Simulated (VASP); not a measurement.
# Hf (Fd-3m) in VASP: a series of runs

Hf is run at these levels: LDA; tasks: single point.

Program: VASP 6.6.1. These are calculated values, not measurements. Logs are shortened: lines on timing, memory, paths and dates and some standing lists are left out, and cuts for length are marked.

## (1) The cell of the first run

It takes space group Fd-3m (No. 227, cubic). The conventional cell has a = 5.004 Å, b = 5.004 Å, c = 5.004 Å, α = 90.00°, β = 90.00°, γ = 90.00°. Within 2.9 Å of Hf (site symmetry -43m) lie 4 Hf at 2.17 Å.

## (2) Single point, LDA (volume scaled by 0.52)

The input, INCAR:

```
SYSTEM = Hf
PREC = Accurate
ENCUT = 520
EDIFF = 1E-6
ISMEAR = -1
SIGMA = 0.05
LREAL = .False.
LASPH = .True.
NELM = 60
ALGO = Normal
ISIF = 2
LWAVE = .False.
LCHARG = .False.
NBANDS = 17
```

The input, KPOINTS:

```
regular mesh
0
Gamma
  11 11 11
  0 0 0
```

The input, POSCAR:

```
Hf
1.0
    0.0000000000      2.5020912573      2.5020912573
    2.5020912573      0.0000000000      2.5020912573
    2.5020912573      2.5020912573      0.0000000000
Hf
2
Direct
   -0.1250000000     -0.1250000000     -0.1250000000
    0.1250000000      0.1250000000      0.1250000000
```

Potentials or basis: VASP PAW LDA potentials, release 64 (Hf_pv).

Run with:

```console
> cat potpaw_LDA.64/Hf_pv/POTCAR > POTCAR
> mpirun -np 1 vasp_std > vasp.out
```

OUTCAR:

```text
SYSTEM = Hf
   PREC = Accurate
   ENCUT = 520
   EDIFF = 1E-6
   ISMEAR = -1
   LREAL = .False.
   LASPH = .True.
   NELM = 60
   ISIF = 2

 ion  position               nearest neighbor table
   1  0.875  0.875  0.875-   2 2.17   2 2.17   2 2.17   2 2.17
   2  0.125  0.125  0.125-   1 2.17   1 2.17   1 2.17   1 2.17

  LATTYP: Found a face centered cubic cell.
 ALAT       =     5.0041825146

  Lattice vectors:

 A1 = (   0.0000000000,   2.5020912573,   2.5020912573)
 A2 = (   2.5020912573,   0.0000000000,   2.5020912573)
 A3 = (   2.5020912573,   2.5020912573,   0.0000000000)

Analysis of symmetry for initial positions (statically):
=====================================================================
 Subroutine PRICEL returns:
 Original cell was already a primitive cell.

 Routine SETGRP: Setting up the symmetry group for a
 face centered cubic supercell.

 Subroutine GETGRP returns: Found 48 space group operations
 (whereof 12 operations were pure point group operations)
 out of a pool of 48 trial point group operations.

The static configuration has the point symmetry D_3d.
 The point group associated with its full space group is O_h .

Analysis of symmetry for dynamics (positions and initial velocities):
=====================================================================
 Subroutine PRICEL returns:
 Original cell was already a primitive cell.

 Routine SETGRP: Setting up the symmetry group for a
 face centered cubic supercell.

 Subroutine GETGRP returns: Found 48 space group operations
 (whereof 12 operations were pure point group operations)
 out of a pool of 48 trial point group operations.

The dynamic configuration has the point symmetry D_3d.
 The point group associated with its full space group is O_h .

 Subroutine INISYM returns: Found 48 space group operations
 (whereof 12 operations are pure point group operations),
 and found     1 'primitive' translations

----------------------------------------------------------------------------------------

                                     Primitive cell

  volume of cell :      31.3285

  direct lattice vectors                    reciprocal lattice vectors
     0.000000000  2.502091257  2.502091257    -0.199832839  0.199832839  0.199832839
     2.502091257  0.000000000  2.502091257     0.199832839 -0.199832839  0.199832839
     2.502091257  2.502091257  0.000000000     0.199832839  0.199832839 -0.199832839

  length of vectors
     3.538491390  3.538491390  3.538491390     0.346120631  0.346120631  0.346120631

  position of ions in fractional coordinates (direct lattice)
     0.875000000  0.875000000  0.875000000
     0.125000000  0.125000000  0.125000000

  ion indices of the primitive-cell ions
   primitive index   ion index
                 1           1
                 2           2

----------------------------------------------------------------------------------------

 KPOINTS: regular mesh

Automatic generation of k-mesh.
 Grid dimensions read from file:
 generate k-points for:   11   11   11

 Generating k-lattice:

  Cartesian coordinates                     Fractional coordinates (reciprocal lattice)
    -0.018166622  0.018166622  0.018166622     0.090909091  0.000000000  0.000000000
     0.018166622 -0.018166622  0.018166622     0.000000000  0.090909091  0.000000000
     0.018166622  0.018166622 -0.018166622     0.000000000  0.000000000  0.090909091

  Length of vectors
     0.031465512  0.031465512  0.031465512

  Shift w.r.t. Gamma in fractional coordinates (k-lattice)
     0.000000000  0.000000000  0.000000000

 Subroutine IBZKPT returns following result:
 ===========================================

 Found     56 irreducible k-points:

 Following reciprocal coordinates:
            Coordinates               Weight
  0.000000  0.000000  0.000000      1.000000
  0.090909  0.000000  0.000000      8.000000
  0.181818  0.000000  0.000000      8.000000
  0.272727  0.000000  0.000000      8.000000
  0.363636  0.000000  0.000000      8.000000
  0.454545  0.000000  0.000000      8.000000
[... 16 lines left out ...]
 -0.272727  0.181818  0.000000     24.000000
 -0.181818  0.181818  0.000000     12.000000
 [... further k-points ...]
   k-points           NKPTS =     56   k-points in BZ     NKDIM =     56   number of bands    NBANDS=     17
   number of dos      NEDOS =    301   number of ions     NIONS =      2
   total plane-waves  NPLWV =  21952
   dimension x,y,z NGX =    28 NGY =   28 NGZ =   28
   dimension x,y,z NGXF=    56 NGYF=   56 NGZF=   56
   ions per type =               2
   NGX,Y,Z   is equivalent  to a cutoff of  13.16, 13.16, 13.16 a.u.
   NGXF,Y,Z  is equivalent  to a cutoff of  26.31, 26.31, 26.31 a.u.
 SYSTEM =  Hf
   PREC   = accura    normal or accurate (medium, high low for compatibility)
   ISTART =      0    job   : 0-new  1-cont  2-samecut
   ICHARG =      2    charge: 1-file 2-atom 10-const
   ISPIN  =      1    spin polarized calculation?
   LNONCOLLINEAR =      F non collinear calculations
   LSORBIT =      F    spin-orbit coupling
   LASPH  =      T    aspherical Exc in radial PAW
   ENCUT  =  520.0 eV  38.22 Ry    6.18 a.u.   6.58  6.58  6.58*2*pi/ulx,y,z
   NELM   =     60;   NELMIN=  2; NELMDL= -5     # of ELM steps
   EDIFF  = 0.1E-05   stopping-criterion for ELM
   LREAL  =      F    real-space projection
   EDIFFG = 0.1E-04   stopping-criterion for IOM
   NSW    =      0    number of steps for IOM
   IBRION =     -1    ionic relax: 0-MD 1-quasi-New 2-CG
   NFREE  =      0    steps in history (QN), initial steepest desc. (CG)
   ISIF   =      2    stress and relaxation
   ISYM   =      2    0-nonsym 1-usesym 2-fastsym
   POTIM  = 0.5000    time-step for ionic-motion
   TEBEG  =    0.0;   TEEND  =   0.0 temperature during run
   PSTRESS=    0.0 pullay stress
   NELECT =      20.0000    total number of electrons
   NUPDOWN=      -1.0000    fix difference up-down
   EMIN   =  10.00;   EMAX   =-10.00  energy-range for DOS
   EFERMI =   0.00;   METHOD = LEGACY
   ISMEAR =    -1;   SIGMA  =   0.05  broadening in eV -4-tet -1-fermi 0-gaus
   EFERMI_NEDOS =   21; number of points for ismear=-14 and -15
   IALGO  =     38    algorithm
   IMIX   =      4    mixing-type and parameters
     AMIX     =   0.40;   BMIX     =  1.00
     AMIX_MAG =   1.60;   BMIX_MAG =  1.00
  volume/ion in A,a.u.               =      15.66       105.71
  Fermi-wavevector in a.u.,A,eV,Ry     =   1.409630  2.663814 27.035534  1.987056
  Thomas-Fermi vector in A             =   2.531666
   LORBIT       =      0    0 simple, 1 ext, 2 COOP (PROOUT), +10 PAW based schemes
   GGA     = CA    functional components
   LHFCALC =     F    Hartree Fock is set to
   AEXX    =    0.0000 exact exchange contribution
   IVDW    =     0    specifies the selected vdW correction
   LEPSILON=     F    determine dielectric tensor
   LRPA    =     F    only Hartree local field effects (RPA)
 non-spin polarized calculation
  energy-cutoff  :      520.00
  volume of cell :       31.33
 maximum number of plane-waves:       875
   NGX = 13   NGY = 13   NGZ = 13

 number of electron      19.9999999 magnetization

 Free energy of the ion-electron system (eV)
  ---------------------------------------------------
  ext. energy  EPLUGINS =         0.00000000
  ---------------------------------------------------
  free energy    TOTEN  =       -11.10224836 eV

  energy without entropy =      -11.08212139  energy(sigma->0) =      -11.09218487

 E-fermi :   7.1295     XC(G=0): -12.8642

 val. band max:        7.0969437543   @ k =  -0.3636   0.2727   0.0000
 cond. band min:       7.1320579503   @ k =   0.4545   0.1818   0.0909
 fundamental gap:      0.0351141960
 Fermi energy:         7.1295034740

 k-point     1 :       0.0000    0.0000    0.0000
  band No.  band energies     occupation
      1     -25.4912      2.00000
      2     -25.4912      2.00000
      3     -25.4912      2.00000
      4     -21.8613      2.00000
      5     -21.8613      2.00000
      6     -21.8613      2.00000
[... 9 lines left out ...]
     16      18.5985      0.00000
     17      19.1573      0.00000

 k-point     2 :       0.0909    0.0000    0.0000
  band No.  band energies     occupation
      1     -25.5366      2.00000
      2     -25.5366      2.00000
      3     -25.5010      2.00000
      4     -21.8364      2.00000
      5     -21.7994      2.00000
      6     -21.7994      2.00000
[... 9 lines left out ...]
     16      18.6468      0.00000
     17      19.0479      0.00000

 k-point     3 :       0.1818    0.0000    0.0000
  band No.  band energies     occupation
      1     -25.6519      2.00000
      2     -25.6519      2.00000
      3     -25.5329      2.00000
      4     -21.7590      2.00000
      5     -21.6402      2.00000
      6     -21.6402      2.00000
[... 9 lines left out ...]
     16      18.7464      0.00000
     17      18.7472      0.00000

 k-point     4 :       0.2727    0.0000    0.0000
  band No.  band energies     occupation
      1     -25.7903      2.00000
      2     -25.7903      2.00000
      3     -25.5858      2.00000
      4     -21.6349      2.00000
      5     -21.4443      2.00000
      6     -21.4443      2.00000
[... 9 lines left out ...]
     16      18.2828      0.00000
     17      18.2828      0.00000

 k-point     5 :       0.3636    0.0000    0.0000
  band No.  band energies     occupation
      1     -25.9075      2.00000
      2     -25.9075      2.00000
      3     -25.6438      2.00000
      4     -21.4995      2.00000
      5     -21.2747      2.00000
      6     -21.2747      2.00000
[... 9 lines left out ...]
     16      17.6285      0.00000
     17      17.6329      0.00000

 k-point     6 :       0.4545    0.0000    0.0000
  band No.  band energies     occupation
      1     -25.9733      2.00000
      2     -25.9733      2.00000
      3     -25.6820      2.00000
      4     -21.4099      2.00000
      5     -21.1778      2.00000
      6     -21.1778      2.00000
[... 9 lines left out ...]
     16      15.5381      0.00000
     17      16.8856      0.00000

 k-point     7 :       0.0909    0.0909    0.0000
  band No.  band energies     occupation
      1     -25.5947      2.00000
      2     -25.5947      2.00000
      3     -25.4111      2.00000
      4     -21.9481      2.00000
      5     -21.7225      2.00000
      6     -21.7225      2.00000
[... 9 lines left out ...]
     16      18.4797      0.00000
     17      18.5464      0.00000

 k-point     8 :       0.1818    0.0909    0.0000
  band No.  band energies     occupation
      1     -25.7169      2.00000
      2     -25.7168      2.00000
      3     -25.3563      2.00000
      4     -21.9877      2.00000
      5     -21.5563      2.00000
      6     -21.5540      2.00000
[... 9 lines left out ...]
     16      17.8165      0.00000
     17      18.8571      0.00000
[... 203 lines left out ...]
      1     -26.1872      2.00000
      2     -26.0901      2.00000
      3     -24.9629      2.00000
      4     -22.3180      2.00000
      5     -21.0129      2.00000
      6     -20.9295      2.00000
[... 9 lines left out ...]
     16      15.2442      0.00000
     17      18.4116      0.00000

 k-point    20 :       0.4545    0.1818    0.0000
  band No.  band energies     occupation
      1     -26.3516      2.00000
      2     -26.1419      2.00000
      3     -24.9161      2.00000
      4     -22.2783      2.00000
      5     -20.9310      2.00000
      6     -20.7374      2.00000
[... 9 lines left out ...]
     16      15.4263      0.00000
     17      16.8264      0.00000

 k-point    21 :      -0.4545    0.1818    0.0000
  band No.  band energies     occupation
      1     -26.4480      2.00000
      2     -26.1253      2.00000
      3     -24.9241      2.00000
      4     -22.2076      2.00000
      5     -20.9519      2.00000
      6     -20.6339      2.00000
[... 9 lines left out ...]
     16      15.2075      0.00000
     17      16.1378      0.00000

 k-point    22 :      -0.3636    0.1818    0.0000
  band No.  band energies     occupation
      1     -26.4475      2.00000
      2     -26.0441      2.00000
      3     -24.9880      2.00000
      4     -22.1310      2.00000
      5     -21.0705      2.00000
      6     -20.6485      2.00000
[... 9 lines left out ...]
     16      13.8631      0.00000
     17      16.8173      0.00000

 k-point    23 :      -0.2727    0.1818    0.0000
  band No.  band energies     occupation
      1     -26.3424      2.00000
      2     -25.9172      2.00000
      3     -25.1033      2.00000
      4     -22.0530      2.00000
      5     -21.2557      2.00000
      6     -20.7856      2.00000
[... 9 lines left out ...]
     16      14.7194      0.00000
     17      19.3756      0.00000

 k-point    24 :      -0.1818    0.1818    0.0000
  band No.  band energies     occupation
      1     -26.1456      2.00000
      2     -25.7791      2.00000
      3     -25.2561      2.00000
      4     -21.9621      2.00000
      5     -21.4547      2.00000
      6     -21.0287      2.00000
[... 9 lines left out ...]
     16      15.9908      0.00000
     17      19.6341      0.00000

 [... further k-points ...]

------------------------ aborting loop because EDIFF is reached ----------------------------------------

  FORCE on cell =-STRESS in cart. coord.  units (eV):
  Direction    XX          YY          ZZ          XY          YZ          ZX
  --------------------------------------------------------------------------------------
  -------------------------------------------------------------------------------------
  Total       20.0106689     20.0106689     20.0106689     -0.0000000      0.0000000      0.0000000
  in kB     1023.3701761   1023.3701761   1023.3701761     -0.0000000      0.0000000      0.0000000
  external PRESSURE =    1023.3701761 kB  Pullay stress =       0.0000000 kB

 VOLUME and BASIS-vectors are now :
 -----------------------------------------------------------------------------
  energy-cutoff  :      520.00
  volume of cell :       31.33
      direct lattice vectors                 reciprocal lattice vectors
     0.000000000  2.502091257  2.502091257    -0.199832839  0.199832839  0.199832839
     2.502091257  0.000000000  2.502091257     0.199832839 -0.199832839  0.199832839
     2.502091257  2.502091257  0.000000000     0.199832839  0.199832839 -0.199832839

 POSITION                                       TOTAL-FORCE (eV/Angst)
 -----------------------------------------------------------------------------------
      4.37866      4.37866      4.37866         0.000000      0.000000      0.000000
      0.62552      0.62552      0.62552        -0.000000     -0.000000     -0.000000
 -----------------------------------------------------------------------------------
    total drift:                                0.000000     -0.000000     -0.000000

  FREE ENERGIE OF THE ION-ELECTRON SYSTEM (eV)
  ---------------------------------------------------
  free  energy   TOTEN  =       -11.1022483579 eV

  energy  without entropy=      -11.0821213894  energy(sigma->0) =      -11.09218487
```

Wall time 16 s (1 thread of AMD EPYC 9R45 (Zen 5), shared host); peak memory 0.12 GiB.

Results:

| Item | Value |
| --- | --- |
| Free energy | -11.1022 eV |
| Pressure | 102.3 GPa |
| Band gap on the k mesh | zero (band 10 reaches 7.86 eV, above the bottom of band 11 at 6.38 eV) |

Caveat: spin-orbit coupling is left out, which moves the levels of the heavy elements.

## (3) Single point, LDA (volume scaled by 0.6)

The input, INCAR:

```
PREC = Accurate
ENCUT = 520
EDIFF = 1E-6
ISMEAR = -1
SIGMA = 0.05
LREAL = False
LASPH = True
NELM = 60
ALGO = Normal
ISIF = 2
LWAVE = False
LCHARG = False
GGA = CA
NBANDS = 17
```

The input, KPOINTS:

```
regular mesh
0
Gamma
  11 11 11
```

The input, POSCAR:

```
Hf
1.0
    0.0000000000      2.6243340440      2.6243340440
    2.6243340440      0.0000000000      2.6243340440
    2.6243340440      2.6243340440      0.0000000000
Hf
2
Direct
   -0.1250000000     -0.1250000000     -0.1250000000
    0.1250000000      0.1250000000      0.1250000000
```

Potentials or basis: VASP PAW LDA potentials, release 64 (Hf_pv).

Run with:

```console
> cat potpaw_LDA.64/Hf_pv/POTCAR > POTCAR
> mpirun -np 1 vasp_std > vasp.out
```

Wall time 16 s (1 thread of AMD EPYC 9R45 (Zen 5), shared host); peak memory 0.13 GiB.

The run converged. Its results:

```yaml
Free_energy: -13.4340 eV
Pressure: 58.0 GPa
Band_gap_on_the_k_mesh: zero (band 10 reaches 6.14 eV, above the bottom of band 11 at 5.35 eV)
```

Levels at points of the mesh, in eV from the Fermi level:
```tsv
k point	band 6	band 7	band 8	band 9	band 10	band 11	band 12	band 13	band 14	band 15
(0.00, 0.00, 0.00)	-29.10	-6.64	-2.33	-2.33	0.26	0.26	0.26	3.91	3.91	3.91
```

Caveat: spin-orbit coupling is left out, which moves the levels of the heavy elements.

## (4) Single point, LDA (volume scaled by 0.68)

The input, INCAR:

```
SYSTEM = Hf
ALGO = Normal
EDIFF = 1E-6
ENCUT = 520
ISIF = 2
ISMEAR = -1
LASPH = .TRUE.
LCHARG = .TRUE.
LELF = .TRUE.
LREAL = .FALSE.
LVHAR = .TRUE.
LWAVE = .FALSE.
NBANDS = 17
NELM = 60
PREC = Accurate
SIGMA = 0.05
```

The input, KPOINTS:

```
k-points
0
G
  11 11 11
  0 0 0
```

The input, POSCAR:

```
Hf
1.0
    0.0000000000      2.7361401257      2.7361401257
    2.7361401257      0.0000000000      2.7361401257
    2.7361401257      2.7361401257      0.0000000000
Hf
2
Direct
   -0.1250000000     -0.1250000000     -0.1250000000
    0.1250000000      0.1250000000      0.1250000000
```

Run with:

```console
> cat potpaw_LDA.64/Hf_pv/POTCAR > POTCAR
> mpirun -np 1 vasp_std > vasp.out
```

It took 21 s on 1 thread of AMD EPYC 9R45 (Zen 5), shared host; peak memory 0.14 GiB.

It converged, with:

| Quantity | Value |
| --- | --- |
| Free energy | -14.7583 eV |
| Pressure | 32.1 GPa |
| Band gap on the k mesh | zero (band 10 reaches 5.08 eV, above the bottom of band 11 at 4.53 eV) |

Levels at points of the mesh, in eV from the Fermi level:
```tsv
k point	band 7	band 8	band 9	band 10	band 11	band 12	band 13	band 14
(0.00, 0.00, 0.00)	-6.32	-1.79	-1.79	0.23	0.23	0.23	3.36	3.36
```

Caveat: spin-orbit coupling is left out, which moves the levels of the heavy elements.

## (5) Single point, LDA (volume scaled by 0.76)

The input, INCAR:

```
SYSTEM = Hf
  PREC = Accurate
  ENCUT = 520
  EDIFF = 1E-6
  ISMEAR = -1
  SIGMA = 0.05
  LREAL = .FALSE.
  LASPH = .TRUE.
  NELM = 60
  ALGO = Normal
  ISIF = 2
  LWAVE = .FALSE.
  LCHARG = .FALSE.
  NBANDS = 17
```

The input, KPOINTS:

```
Automatic mesh
0
G
  11 11 11
  0 0 0
```

The input, POSCAR:

```
Hf
1.0
    0.0000000000      2.8394870671      2.8394870671
    2.8394870671      0.0000000000      2.8394870671
    2.8394870671      2.8394870671      0.0000000000
Hf
2
Direct
   -0.1250000000     -0.1250000000     -0.1250000000
    0.1250000000      0.1250000000      0.1250000000
```

Run with:

```console
> cat potpaw_LDA.64/Hf_pv/POTCAR > POTCAR
> mpirun -np 1 vasp_std > vasp.out
```

It took 20 s on 1 thread of AMD EPYC 9R45 (Zen 5), shared host; peak memory 0.14 GiB.

It converged, with:

| Quantity | Value |
| --- | --- |
| Free energy | -15.4587 eV |
| Pressure | 15.7 GPa |
| Band gap on the k mesh | zero (band 10 reaches 4.24 eV, above the bottom of band 11 at 3.85 eV) |

Levels at points of the mesh, in eV from the Fermi level:
| k point | band 6 | band 7 | band 8 | band 9 | band 10 | band 11 | band 12 | band 13 | band 14 | band 15 |
| --- | --- | --- | --- | --- | --- | --- | --- | --- | --- | --- |
| (0.00, 0.00, 0.00) | -29.50 | -6.13 | -1.45 | -1.45 | 0.14 | 0.14 | 0.14 | 2.91 | 2.91 | 2.91 |

Caveat: spin-orbit coupling is left out, which moves the levels of the heavy elements.

## (6) Overview

```tsv
cell	gap on the mesh (eV)	pressure (GPa)
a = 3.538 Å, angles 60.0°, 2 atoms	none	102.3
a = 3.711 Å, angles 60.0°, 2 atoms	none	58.0
a = 3.869 Å, angles 60.0°, 2 atoms	none	32.1
a = 4.016 Å, angles 60.0°, 2 atoms	none	15.7
```

Alike in all rows: task single point; level LDA; potentials or basis VASP PAW LDA potentials, release 64 (Hf_pv); no spin polarisation; k mesh 11 × 11 × 11; cutoff (eV) 520; smearing fermi-dirac 0.05 eV.

Caveats: spin-orbit coupling is left out, which moves the levels of the heavy elements.

Absolute energies hang on the potentials; compare differences alone.
